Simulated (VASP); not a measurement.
# Li3Si2N (P-62m) in VASP: single point with PBE

Aim: the single point of Li3Si2N with PBE.

Everything below comes from runs of VASP 6.6.1. Logs are shortened: lines on timing, memory, paths and dates and some standing lists are left out, and cuts for length are marked.

### 1 The cell of the first run

Symmetry: P-62m, No. 189, hexagonal system. Conventional cell: a = 5.134 Å, b = 5.134 Å, c = 5.964 Å, α = 90.00°, β = 90.00°, γ = 120.00°. Within 3.4 Å of Li (site symmetry m2m) lie 4 Li at 2.58 Å and 4 Si at 2.76 to 3.01 Å. Within 2.2 Å of Si (site symmetry 3m) lie 1 N at 1.66 Å. Within 2.2 Å of N (site symmetry -62m) lie 2 Si at 1.66 Å.

### 2 Single point, PBE

Input file POSCAR:

```
Li3Si2N
1.0
    5.1337105981      0.0000000000      0.0000000000
   -2.5668552991      4.4459237936      0.0000000000
    0.0000000000      0.0000000000      5.9635959982
Li Si N
3 2 1
Direct
    0.4720332021      0.0000000000      0.5000000000
    0.0000000000      0.4720332021      0.5000000000
    0.5279667979      0.5279667979      0.5000000000
    0.0000000000      0.0000000000      0.7210774174
    0.0000000000      0.0000000000      0.2789225826
    0.0000000000      0.0000000000      0.0000000000
```

Input file INCAR.step1:

```
ALGO = Normal
EDIFF = 1E-6
ENCUT = 520
GGA = PE
ISIF = 2
ISMEAR = 0
LASPH = T
LCHARG = T
LREAL = F
LWAVE = F
NBANDS = 20
NELM = 60
PREC = Accurate
SIGMA = 0.1
```

Input file KPOINTS.step1:

```
k-points
0
Gamma
  12 12 6
```

Input file INCAR.step2:

```
ALGO = Normal
EDIFF = 1E-6
ENCUT = 520
GGA = PE
ICHARG = 11
ISIF = 2
ISMEAR = -5
LASPH = T
LCHARG = F
LORBIT = 11
LREAL = F
LWAVE = F
NEDOS = 1001
NELM = 60
PREC = Accurate
SIGMA = 0.1
```

Input file KPOINTS.step2:

```
k-points
0
Gamma
  18 18 9
```

Potentials or basis: VASP PAW PBE potentials, release 64 (Li_sv, Si, N).

Run with:

```
> cat potpaw_PBE.64/Li_sv/POTCAR potpaw_PBE.64/Si/POTCAR potpaw_PBE.64/N/POTCAR > POTCAR
> cp INCAR.step1 INCAR
> cp KPOINTS.step1 KPOINTS
> mpirun -np 1 vasp_std > vasp.out
> cp INCAR.step2 INCAR
> cp KPOINTS.step2 KPOINTS
> mpirun -np 1 vasp_std > vasp.out
```

OUTCAR:

```text
EDIFF = 1E-6
   ENCUT = 520
   GGA = PE
   ICHARG = 11
   ISIF = 2
   ISMEAR = -5
   LASPH = T
   LORBIT = 11
   LREAL = F
   NELM = 60
   PREC = Accurate

 ion  position               nearest neighbor table
   1  0.472  0.000  0.500-   2 2.58   2 2.58   3 2.58   3 2.58   5 2.76   4 2.76
   2  0.000  0.472  0.500-   1 2.58   1 2.58   3 2.58   3 2.58   5 2.76   4 2.76
   3  0.528  0.528  0.500-   1 2.58   2 2.58   1 2.58   2 2.58   4 2.76   5 2.76
   4  0.000  0.000  0.721-   6 1.66   5 2.64   3 2.76   2 2.76   1 2.76
   5  0.000  0.000  0.279-   6 1.66   4 2.64   3 2.76   2 2.76   1 2.76
   6  0.000  0.000  0.000-   4 1.66   5 1.66

  LATTYP: Found a hexagonal cell.
 ALAT       =     5.1337105981
 C/A-ratio  =     1.1616541066

  Lattice vectors:

 A1 = (   5.1337105981,   0.0000000000,   0.0000000000)
 A2 = (  -2.5668552991,   4.4459237936,   0.0000000000)
 A3 = (   0.0000000000,   0.0000000000,   5.9635959982)

Analysis of symmetry for initial positions (statically):
=====================================================================
 Subroutine PRICEL returns:
 Original cell was already a primitive cell.

 Routine SETGRP: Setting up the symmetry group for a
 hexagonal supercell.

 Subroutine GETGRP returns: Found 12 space group operations
 (whereof 12 operations were pure point group operations)
 out of a pool of 24 trial point group operations.

The static configuration has the point symmetry D_3h.

Analysis of symmetry for dynamics (positions and initial velocities):
=====================================================================
 Subroutine PRICEL returns:
 Original cell was already a primitive cell.

 Routine SETGRP: Setting up the symmetry group for a
 hexagonal supercell.

 Subroutine GETGRP returns: Found 12 space group operations
 (whereof 12 operations were pure point group operations)
 out of a pool of 24 trial point group operations.

The dynamic configuration has the point symmetry D_3h.

 Subroutine INISYM returns: Found 12 space group operations
 (whereof 12 operations are pure point group operations),
 and found     1 'primitive' translations

----------------------------------------------------------------------------------------

                                     Primitive cell

  volume of cell :     136.1136

  direct lattice vectors                    reciprocal lattice vectors
     5.133710598  0.000000000  0.000000000     0.194790879  0.112462566  0.000000000
    -2.566855299  4.445923794  0.000000000     0.000000000  0.224925133  0.000000000
     0.000000000  0.000000000  5.963595998     0.000000000  0.000000000  0.167684062

  length of vectors
     5.133710598  5.133710598  5.963595998     0.224925133  0.224925133  0.167684062

  position of ions in fractional coordinates (direct lattice)
     0.472033202  0.000000000  0.500000000
     0.000000000  0.472033202  0.500000000
     0.527966798  0.527966798  0.500000000
     0.000000000  0.000000000  0.721077417
     0.000000000  0.000000000  0.278922583
     0.000000000  0.000000000  0.000000000

  ion indices of the primitive-cell ions
   primitive index   ion index
                 1           1
                 2           2
                 3           3
                 4           4
                 5           5
                 6           6

----------------------------------------------------------------------------------------

 KPOINTS: k-points

Automatic generation of k-mesh.
 Grid dimensions read from file:
 generate k-points for:   18   18    9

 Generating k-lattice:

  Cartesian coordinates                     Fractional coordinates (reciprocal lattice)
     0.010821716  0.006247920  0.000000000     0.055555556 -0.000000000  0.000000000
     0.000000000  0.012495841  0.000000000     0.000000000  0.055555556  0.000000000
     0.000000000  0.000000000  0.018631562     0.000000000  0.000000000  0.111111111

  Length of vectors
     0.012495841  0.012495841  0.018631562

  Shift w.r.t. Gamma in fractional coordinates (k-lattice)
     0.000000000  0.000000000  0.000000000

 TETIRR: Found   2805 inequivalent tetrahedra from    17496

 Subroutine IBZKPT returns following result:
 ===========================================

 Found    185 irreducible k-points:

 Following reciprocal coordinates:
            Coordinates               Weight
  0.000000  0.000000  0.000000      1.000000
  0.055556 -0.000000  0.000000      6.000000
  0.111111 -0.000000  0.000000      6.000000
  0.166667  0.000000  0.000000      6.000000
  0.222222  0.000000  0.000000      6.000000
  0.277778  0.000000  0.000000      6.000000
[... 16 lines left out ...]
  0.333333  0.111111  0.000000     12.000000
  0.388889  0.111111  0.000000     12.000000
 [... further k-points ...]
   k-points           NKPTS =    185   k-points in BZ     NKDIM =    185   number of bands    NBANDS=     15
   number of dos      NEDOS =   1001   number of ions     NIONS =      6
   total plane-waves  NPLWV =  76800
   dimension x,y,z NGX =    40 NGY =   40 NGZ =   48
   dimension x,y,z NGXF=    80 NGYF=   80 NGZF=   96
   ions per type =               3   2   1
   NGX,Y,Z   is equivalent  to a cutoff of  12.95, 12.95, 13.38 a.u.
   NGXF,Y,Z  is equivalent  to a cutoff of  25.91, 25.91, 26.76 a.u.
 SYSTEM =  unknown system
   PREC   = accura    normal or accurate (medium, high low for compatibility)
   ISTART =      0    job   : 0-new  1-cont  2-samecut
   ICHARG =     11    charge: 1-file 2-atom 10-const
   ISPIN  =      1    spin polarized calculation?
   LNONCOLLINEAR =      F non collinear calculations
   LSORBIT =      F    spin-orbit coupling
   LASPH  =      T    aspherical Exc in radial PAW
   ENCUT  =  520.0 eV  38.22 Ry    6.18 a.u.   9.55  9.55 11.09*2*pi/ulx,y,z
   NELM   =     60;   NELMIN=  2; NELMDL=  0     # of ELM steps
   EDIFF  = 0.1E-05   stopping-criterion for ELM
   LREAL  =      F    real-space projection
   EDIFFG = 0.1E-04   stopping-criterion for IOM
   NSW    =      0    number of steps for IOM
   IBRION =     -1    ionic relax: 0-MD 1-quasi-New 2-CG
   NFREE  =      0    steps in history (QN), initial steepest desc. (CG)
   ISIF   =      2    stress and relaxation
   ISYM   =      2    0-nonsym 1-usesym 2-fastsym
   POTIM  = 0.5000    time-step for ionic-motion
   TEBEG  =    0.0;   TEEND  =   0.0 temperature during run
   PSTRESS=    0.0 pullay stress
   NELECT =      22.0000    total number of electrons
   NUPDOWN=      -1.0000    fix difference up-down
   EMIN   =  10.00;   EMAX   =-10.00  energy-range for DOS
   EFERMI =   0.00;   METHOD = LEGACY
   ISMEAR =    -5;   SIGMA  =   0.10  broadening in eV -4-tet -1-fermi 0-gaus
   EFERMI_NEDOS =   21; number of points for ismear=-14 and -15
   IALGO  =     38    algorithm
   IMIX   =      4    mixing-type and parameters
     AMIX     =   0.40;   BMIX     =  1.00
     AMIX_MAG =   1.60;   BMIX_MAG =  1.00
  volume/ion in A,a.u.               =      22.69       153.09
  Fermi-wavevector in a.u.,A,eV,Ry     =   0.891761  1.685184 10.819868  0.795238
  Thomas-Fermi vector in A             =   2.013623
   LORBIT       =     11    0 simple, 1 ext, 2 COOP (PROOUT), +10 PAW based schemes
   GGA     = PE    functional components
   LHFCALC =     F    Hartree Fock is set to
   AEXX    =    0.0000 exact exchange contribution
   IVDW    =     0    specifies the selected vdW correction
   LEPSILON=     F    determine dielectric tensor
   LRPA    =     F    only Hartree local field effects (RPA)
 non-spin polarized calculation
 Fermi weights with tetrahedron method with Bloechl corrections
  energy-cutoff  :      520.00
  volume of cell :      136.11
 maximum number of plane-waves:      3696
 NGX is ok and might be reduce to    40

 number of electron      22.0000003 magnetization

 Free energy of the ion-electron system (eV)
  ---------------------------------------------------
  ext. energy  EPLUGINS =         0.00000000
  ---------------------------------------------------
  free energy    TOTEN  =       -23.68229372 eV

  energy without entropy =      -23.68229372  energy(sigma->0) =      -23.68229372

 E-fermi :   1.1359     XC(G=0):  -7.0295

 val. band max:        1.1458234347   @ k =   0.2778   0.0000   0.0000
 cond. band min:       1.1137457195   @ k =   0.4444   0.0556   0.0000
 fundamental gap:     -0.0320777152
 Fermi energy:         1.1358995868

 k-point     1 :       0.0000    0.0000    0.0000
  band No.  band energies     occupation
      1     -45.6199      2.00000
      2     -45.5647      2.00000
      3     -45.5647      2.00000
      4     -13.7573      2.00000
      5      -6.8597      2.00000
      6      -5.9276      2.00000
      7      -1.9206      2.00000
      8      -1.9206      2.00000
      9      -0.0291      2.00000
     10       1.1375      1.99974
     11       1.1375      1.66338
     12       1.8490      0.00000
     13       2.4698      0.00000
     14       2.9688      0.00000
     15       2.9688      0.00000

 k-point     2 :       0.0556   -0.0000    0.0000
  band No.  band energies     occupation
      1     -45.6195      2.00000
      2     -45.5651      2.00000
      3     -45.5647      2.00000
      4     -13.7569      2.00000
      5      -6.8577      2.00000
      6      -5.9245      2.00000
      7      -1.9417      2.00000
      8      -1.9229      2.00000
      9      -0.0197      2.00000
     10       1.0543      1.99998
     11       1.1383      1.65251
     12       1.9750      0.00000
     13       2.4365      0.00000
     14       2.9056      0.00000
     15       2.9521      0.00000

 k-point     3 :       0.1111   -0.0000    0.0000
  band No.  band energies     occupation
      1     -45.6184      2.00000
      2     -45.5662      2.00000
      3     -45.5647      2.00000
      4     -13.7559      2.00000
      5      -6.8517      2.00000
      6      -5.9153      2.00000
      7      -2.0017      2.00000
      8      -1.9296      2.00000
      9       0.0088      2.00000
     10       0.8946      2.00000
     11       1.1406      1.68412
     12       2.2260      0.00000
     13       2.3837      0.00000
     14       2.7342      0.00000
     15       2.9053      0.00000
[... 343 lines left out ...]
 k-point    23 :       0.3333    0.1111    0.0000
  band No.  band energies     occupation
      1     -45.6041      2.00000
      2     -45.5805      2.00000
      3     -45.5647      2.00000
      4     -13.7460      2.00000
      5      -6.7954      2.00000
      6      -5.8228      2.00000
      7      -2.4681      2.00000
      8      -2.0400      2.00000
      9       0.3550      2.00000
     10       0.4868      2.00000
     11       0.9226      2.00000
     12       1.4235      0.00000
     13       2.1272      0.00000
     14       2.3724      0.00000
     15       4.3681      0.00000

 k-point    24 :       0.3889    0.1111    0.0000
  band No.  band energies     occupation
      1     -45.6014      2.00000
      2     -45.5831      2.00000
      3     -45.5647      2.00000
      4     -13.7450      2.00000
      5      -6.7896      2.00000
      6      -5.8125      2.00000
      7      -2.5122      2.00000
      8      -2.0516      2.00000
      9       0.3224      2.00000
     10       0.6199      2.00000
     11       0.8982      2.00000
     12       1.2198      0.00413
     13       2.1182      0.00000
     14       2.3293      0.00000
     15       4.7887      0.00000

 [... further k-points ...]

------------------------ aborting loop because EDIFF is reached ----------------------------------------

  FORCE on cell =-STRESS in cart. coord.  units (eV):
  Direction    XX          YY          ZZ          XY          YZ          ZX
  --------------------------------------------------------------------------------------
  -------------------------------------------------------------------------------------
  Total        0.1702830      0.1702830     -0.1188598     -0.0000000      0.0000000     -0.0000000
  in kB        2.0043805      2.0043805     -1.3990850     -0.0000000      0.0000000     -0.0000000
  external PRESSURE =       0.8698920 kB  Pullay stress =       0.0000000 kB

 VOLUME and BASIS-vectors are now :
 -----------------------------------------------------------------------------
  energy-cutoff  :      520.00
  volume of cell :      136.11
      direct lattice vectors                 reciprocal lattice vectors
     5.133710598  0.000000000  0.000000000     0.194790879  0.112462566  0.000000000
    -2.566855299  4.445923794  0.000000000     0.000000000  0.224925133  0.000000000
     0.000000000  0.000000000  5.963595998     0.000000000  0.000000000  0.167684062

 POSITION                                       TOTAL-FORCE (eV/Angst)
 -----------------------------------------------------------------------------------
      2.42328      0.00000      2.98180        -0.001687     -0.000000      0.000000
     -1.21164      2.09862      2.98180         0.000844     -0.001461      0.000000
      1.35521      2.34730      2.98180         0.000844      0.001461      0.000000
      0.00000      0.00000      4.30021        -0.000000      0.000000     -0.031772
      0.00000      0.00000      1.66338        -0.000000     -0.000000      0.031772
      0.00000      0.00000      0.00000        -0.000000     -0.000000      0.000000
 -----------------------------------------------------------------------------------
    total drift:                               -0.000000     -0.000001      0.000000

  FREE ENERGIE OF THE ION-ELECTRON SYSTEM (eV)
  ---------------------------------------------------
  free  energy   TOTEN  =       -23.6822937215 eV

  energy  without entropy=      -23.6822937215  energy(sigma->0) =      -23.68229372

 total charge

# of ion       s       p       d       tot
------------------------------------------
    1        2.035   0.052   0.000   2.087
    2        2.035   0.052   0.000   2.087
    3        2.035   0.052   0.000   2.087
    4        0.807   0.808   0.000   1.615
    5        0.807   0.808   0.000   1.615
    6        1.274   2.535   0.000   3.809
--------------------------------------------------
tot          8.992   4.309   0.000  13.301
```

It took 3.6 min on 1 thread of Intel Xeon Platinum 8559C (Emerald Rapids), shared host; peak memory 0.5 GiB.

What came out:

| Property | Result |
| --- | --- |
| Valence electrons inside the program's atomic spheres | Li 2.09; Si 1.61; N 3.81 |

Levels at points of the mesh, in eV from the Fermi level:
| k point | band 9 | band 10 | band 11 | band 12 | band 13 | band 14 |
| --- | --- | --- | --- | --- | --- | --- |
| (0.00, 0.00, 0.00) | -1.16 | 0.00 | 0.00 | 0.71 | 1.33 | 1.83 |
| (0.50, 0.00, 0.00) | -0.84 | -0.46 | -0.06 | 0.00 | 0.57 | 1.38 |

Caveat: the cutoff is under 1.25 times the usual one of these potentials, so pressure, stress and relaxed cells hold a basis-set (Pulay) error; tetrahedron occupations give inexact forces and stress in metals.
